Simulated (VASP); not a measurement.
# In (I4/mmm) in VASP: notebook, part 2 of 2

VASP 6.6.1.

### Step 5. Single point, PBEsol

INCAR

```
SYSTEM = In
PREC = Accurate
ENCUT = 520
EDIFF = 1E-6
ISMEAR = 0
SIGMA = 0.15
LREAL = .False.
LASPH = .True.
NELM = 60
ALGO = Fast
ISIF = 2
LWAVE = .False.
LCHARG = .False.
GGA = PS
NBANDS = 12
```

KPOINTS

```
Automatic mesh
0
Gamma
  20 20 20
  0 0 0
```

POSCAR

```
In
1.0
   -2.0450751590      2.0450751590      1.5951586240
    2.0450751590     -2.0450751590      1.5951586240
    2.0450751590      2.0450751590     -1.5951586240
In
1
Direct
    0.0000000000      0.0000000000      0.0000000000
```

Potentials or basis: VASP PAW PBE potentials, release 64 (In_d).

Command:

```console
$ cat potpaw_PBE.64/In_d/POTCAR > POTCAR
$ mpirun -np 1 vasp_std > vasp.out
```

OUTCAR:

```text
SYSTEM = In
   PREC = Accurate
   ENCUT = 520
   EDIFF = 1E-6
   ISMEAR = 0
   LREAL = .False.
   LASPH = .True.
   NELM = 60
   ISIF = 2
   GGA = PS

 ion  position               nearest neighbor table
   1  0.000  0.000  0.000-

  LATTYP: Found a body centered tetragonal cell.
 ALAT       =     4.0901503180
 C/A-ratio  =     0.7800000000

  Lattice vectors:

 A1 = (  -2.0450751590,   2.0450751590,   1.5951586240)
 A2 = (   2.0450751590,  -2.0450751590,   1.5951586240)
 A3 = (   2.0450751590,   2.0450751590,  -1.5951586240)

Analysis of symmetry for initial positions (statically):
=====================================================================
 Subroutine PRICEL returns:
 Original cell was already a primitive cell.

 Routine SETGRP: Setting up the symmetry group for a
 body centered tetragonal supercell.

 Subroutine GETGRP returns: Found 16 space group operations
 (whereof 16 operations were pure point group operations)
 out of a pool of 16 trial point group operations.

The static configuration has the point symmetry D_4h.

Analysis of symmetry for dynamics (positions and initial velocities):
=====================================================================
 Subroutine PRICEL returns:
 Original cell was already a primitive cell.

 Routine SETGRP: Setting up the symmetry group for a
 body centered tetragonal supercell.

 Subroutine GETGRP returns: Found 16 space group operations
 (whereof 16 operations were pure point group operations)
 out of a pool of 16 trial point group operations.

The dynamic configuration has the point symmetry D_4h.

 Subroutine INISYM returns: Found 16 space group operations
 (whereof 16 operations are pure point group operations),
 and found     1 'primitive' translations

----------------------------------------------------------------------------------------

                                     Primitive cell

  volume of cell :      26.6859

  direct lattice vectors                    reciprocal lattice vectors
    -2.045075159  2.045075159  1.595158624     0.000000000  0.244489792  0.313448451
     2.045075159 -2.045075159  1.595158624     0.244489792  0.000000000  0.313448451
     2.045075159  2.045075159 -1.595158624     0.244489792  0.244489792  0.000000000

  length of vectors
     3.302907181  3.302907181  3.302907181     0.397523823  0.397523823  0.345760780

  position of ions in fractional coordinates (direct lattice)
     0.000000000  0.000000000  0.000000000

  ion indices of the primitive-cell ions
   primitive index   ion index
                 1           1

----------------------------------------------------------------------------------------

 KPOINTS: Automatic mesh

Automatic generation of k-mesh.
 Grid dimensions read from file:
 generate k-points for:   20   20   20

 Generating k-lattice:

  Cartesian coordinates                     Fractional coordinates (reciprocal lattice)
     0.000000000  0.012224490  0.015672423     0.050000000  0.000000000  0.000000000
     0.012224490  0.000000000  0.015672423     0.000000000  0.050000000  0.000000000
     0.012224490  0.012224490  0.000000000     0.000000000  0.000000000  0.050000000

  Length of vectors
     0.019876191  0.019876191  0.017288039

  Shift w.r.t. Gamma in fractional coordinates (k-lattice)
     0.000000000  0.000000000  0.000000000

 Subroutine IBZKPT returns following result:
 ===========================================

 Found    641 irreducible k-points:

 Following reciprocal coordinates:
            Coordinates               Weight
  0.000000  0.000000  0.000000      1.000000
  0.050000 -0.000000  0.000000      8.000000
  0.100000 -0.000000  0.000000      8.000000
  0.150000 -0.000000  0.000000      8.000000
  0.200000 -0.000000  0.000000      8.000000
  0.250000 -0.000000  0.000000      8.000000
[... 16 lines left out ...]
 -0.400000  0.050000  0.000000     16.000000
 -0.350000  0.050000 -0.000000     16.000000
 [... further k-points ...]
   k-points           NKPTS =    641   k-points in BZ     NKDIM =    641   number of bands    NBANDS=     12
   number of dos      NEDOS =    301   number of ions     NIONS =      1
   total plane-waves  NPLWV =  21952
   dimension x,y,z NGX =    28 NGY =   28 NGZ =   28
   dimension x,y,z NGXF=    56 NGYF=   56 NGZF=   56
   ions per type =               1
   NGX,Y,Z   is equivalent  to a cutoff of  14.09, 14.09, 14.09 a.u.
   NGXF,Y,Z  is equivalent  to a cutoff of  28.19, 28.19, 28.19 a.u.
 SYSTEM =  In
   PREC   = accura    normal or accurate (medium, high low for compatibility)
   ISTART =      0    job   : 0-new  1-cont  2-samecut
   ICHARG =      2    charge: 1-file 2-atom 10-const
   ISPIN  =      1    spin polarized calculation?
   LNONCOLLINEAR =      F non collinear calculations
   LSORBIT =      F    spin-orbit coupling
   LASPH  =      T    aspherical Exc in radial PAW
   ENCUT  =  520.0 eV  38.22 Ry    6.18 a.u.   6.14  6.14  6.14*2*pi/ulx,y,z
   NELM   =     60;   NELMIN=  2; NELMDL= -5     # of ELM steps
   EDIFF  = 0.1E-05   stopping-criterion for ELM
   LREAL  =      F    real-space projection
[... 7 lines left out ...]
   TEBEG  =    0.0;   TEEND  =   0.0 temperature during run
   PSTRESS=    0.0 pullay stress
   NELECT =      13.0000    total number of electrons
   NUPDOWN=      -1.0000    fix difference up-down
   EMIN   =  10.00;   EMAX   =-10.00  energy-range for DOS
   EFERMI =   0.00;   METHOD = LEGACY
   ISMEAR =     0;   SIGMA  =   0.15  broadening in eV -4-tet -1-fermi 0-gaus
   EFERMI_NEDOS =   21; number of points for ismear=-14 and -15
   IALGO  =     68    algorithm
   IMIX   =      4    mixing-type and parameters
     AMIX     =   0.40;   BMIX     =  1.00
     AMIX_MAG =   1.60;   BMIX_MAG =  1.00
  volume/ion in A,a.u.               =      26.69       180.09
  Fermi-wavevector in a.u.,A,eV,Ry     =   1.288136  2.434225 22.576080  1.659295
  Thomas-Fermi vector in A             =   2.420108
   LORBIT       =      0    0 simple, 1 ext, 2 COOP (PROOUT), +10 PAW based schemes
   GGA     = PS    functional components
   LHFCALC =     F    Hartree Fock is set to
   AEXX    =    0.0000 exact exchange contribution
   IVDW    =     0    specifies the selected vdW correction
   LEPSILON=     F    determine dielectric tensor
   LRPA    =     F    only Hartree local field effects (RPA)
 non-spin polarized calculation
 RMM-DIIS sequential band-by-band and
 Gauss-broadening in eV      SIGMA  =   0.15
  energy-cutoff  :      520.00
  volume of cell :       26.69
 maximum number of plane-waves:       731
 NGX is ok and might be reduce to    28
   NGX = 13   NGY = 13   NGZ = 13

 number of electron      12.9999998 magnetization

 Free energy of the ion-electron system (eV)
  ---------------------------------------------------
  ext. energy  EPLUGINS =         0.00000000
  ---------------------------------------------------
  free energy    TOTEN  =        -2.95982127 eV

  energy without entropy =       -2.95432710  energy(sigma->0) =       -2.95707418

 E-fermi :   7.1138     XC(G=0): -10.2999

 val. band max:        7.1120571971   @ k =   0.2500   0.2000   0.1000
 cond. band min:       7.1405318928   @ k =  -0.4500   0.2500  -0.0000
 fundamental gap:      0.0284746958
 Fermi energy:         7.1138446266

 k-point     1 :       0.0000    0.0000    0.0000
  band No.  band energies     occupation
      1      -7.5571      2.00000
      2      -7.4236      2.00000
      3      -7.3276      2.00000
      4      -7.3276      2.00000
      5      -7.1457      2.00000
      6      -2.3276      2.00000
      7      15.6918      0.00000
      8      15.6918      0.00000
      9      18.8786      0.00000
     10      19.7070      0.00000
     11      20.3514      0.00000
     12      21.4232      0.00000

 k-point     2 :       0.0500   -0.0000    0.0000
  band No.  band energies     occupation
      1      -7.5513      2.00000
      2      -7.4155      2.00000
      3      -7.3291      2.00000
      4      -7.3286      2.00000
      5      -7.1487      2.00000
      6      -2.2642      2.00000
      7      15.4967      0.00000
      8      15.5490      0.00000
      9      19.1542      0.00000
     10      19.4308      0.00000
     11      20.3110      0.00000
     12      20.9659      0.00000
[... 316 lines left out ...]
 k-point    24 :      -0.3500    0.0500   -0.0000
  band No.  band energies     occupation
      1      -7.5488      2.00000
      2      -7.4474      2.00000
      3      -7.2168      2.00000
      4      -7.1786      2.00000
      5      -7.1555      2.00000
      6       0.3564      2.00000
      7       9.7619      0.00000
      8      12.0854      0.00000
      9      13.6220      0.00000
     10      16.8409      0.00000
     11      18.1537      0.00000
     12      22.5765      0.00000

 [... further k-points ...]
[... 5 lines left out ...]
  --------------------------------------------------------------------------------------
  -------------------------------------------------------------------------------------
  Total       -0.2519545     -0.2519545     -0.0659819      0.0000000      0.0000000      0.0000000
  in kB      -15.1269115    -15.1269115     -3.9614397      0.0000000      0.0000000      0.0000000
  external PRESSURE =     -11.4050876 kB  Pullay stress =       0.0000000 kB

 VOLUME and BASIS-vectors are now :
 -----------------------------------------------------------------------------
  energy-cutoff  :      520.00
  volume of cell :       26.69
      direct lattice vectors                 reciprocal lattice vectors
    -2.045075159  2.045075159  1.595158624     0.000000000  0.244489792  0.313448451
     2.045075159 -2.045075159  1.595158624     0.244489792  0.000000000  0.313448451
     2.045075159  2.045075159 -1.595158624     0.244489792  0.244489792  0.000000000

 POSITION                                       TOTAL-FORCE (eV/Angst)
 -----------------------------------------------------------------------------------
      0.00000      0.00000      0.00000        -0.000000      0.000000     -0.000000
 -----------------------------------------------------------------------------------
    total drift:                               -0.000000     -0.000000     -0.000000

  FREE ENERGIE OF THE ION-ELECTRON SYSTEM (eV)
  ---------------------------------------------------
  free  energy   TOTEN  =        -2.9598212671 eV

  energy  without entropy=       -2.9543270975  energy(sigma->0) =       -2.95707418
```

stdout:

```text
POSCAR found type information on POSCAR In
 POSCAR found :  1 types and       1 ions
 scaLAPACK will be used
 -----------------------------------------------------------------------------
|                                                                             |
|                                                                             |
|     You enforced a specific xc type in the INCAR file but a different       |
|     I HOPE YOU KNOW WHAT YOU ARE DOING!                                     |
|                                                                             |
 -----------------------------------------------------------------------------

 LDA part: xc-table for (Slater+PW92), standard interpolation
 POSCAR, INCAR and KPOINTS ok, starting setup
 FFT: planning ... GRIDC
 FFT: planning ... GRID_SOFT
 FFT: planning ... GRID
 WAVECAR not read
 entering main loop
WARNING in EDDRMM: call to ZHEGV failed, returncode =   8  4     11
WARNING in EDDRMM: call to ZHEGV failed, returncode =   8  4     10
WARNING in EDDRMM: call to ZHEGV failed, returncode =   8  4     12
WARNING in EDDRMM: call to ZHEGV failed, returncode =   6  3     12
WARNING in EDDRMM: call to ZHEGV failed, returncode =   8  4      9
WARNING in EDDRMM: call to ZHEGV failed, returncode =   6  3     11
WARNING in EDDRMM: call to ZHEGV failed, returncode =   6  3     12
```

It took 7.5 min on 1 thread of AMD EPYC 7R13, shared host; peak memory 0.32 GiB.

What came out:

```
Free energy            : -2.9598 eV
Pressure               : -1.1 GPa
Band gap on the k mesh : zero (an odd number of electrons rules out a gap without spin polarisation)
```

Levels at points of the mesh, in eV from the Fermi level:
```csv
k point,band 2,band 3,band 4,band 5,band 6,band 7,band 8,band 9,band 10,band 11
"(0.00, 0.00, 0.00)",-14.54,-14.44,-14.44,-14.26,-9.44,8.58,8.58,11.76,12.59,13.24
"(0.50, 0.00, 0.00)",-14.63,-14.35,-14.18,-14.15,-3.01,-2.76,5.10,5.98,9.01,9.06
"(0.50, 0.50, 0.00)",-14.49,-14.48,-14.36,-14.16,-5.14,-3.56,9.00,10.64,12.66,13.42
"(0.50, 0.50, 0.50)",-14.65,-14.19,-14.19,-14.15,-0.71,-0.23,-0.23,4.07,5.36,8.85
```

Caveat: the PAW data sets were made with another functional, which shifts forces and pressure a little; spin-orbit coupling is left out, which moves the levels of the heavy elements.

### Step 6. Overview

```tsv
cell	gap on the mesh (eV)	pressure (GPa)
a = 3.341 Å, angles 101.5, 101.5, 126.9°, 1 atom	none	-0.3
a = 3.279 Å, angles 105.4, 105.4, 118.0°, 1 atom	none	-1.3
a = 3.286 Å, angles 114.7, 114.7, 99.4°, 1 atom	none	-1.7
a = 3.303 Å, angles 103.5, 103.5, 122.2°, 1 atom	none	-1.1
```

Alike in all rows: task single point; level PBEsol; potentials or basis VASP PAW PBE potentials, release 64 (In_d); no spin polarisation; k mesh 20 × 20 × 20; cutoff (eV) 520; smearing gaussian 0.15 eV.

Caveats: the PAW data sets were made with another functional, which shifts forces and pressure a little; spin-orbit coupling is left out, which moves the levels of the heavy elements.

Total energies depend on the potentials used, so only differences within one code and one set of settings carry meaning.

The gap in the log of VASP goes by the Fermi energy; the results here count the filled bands.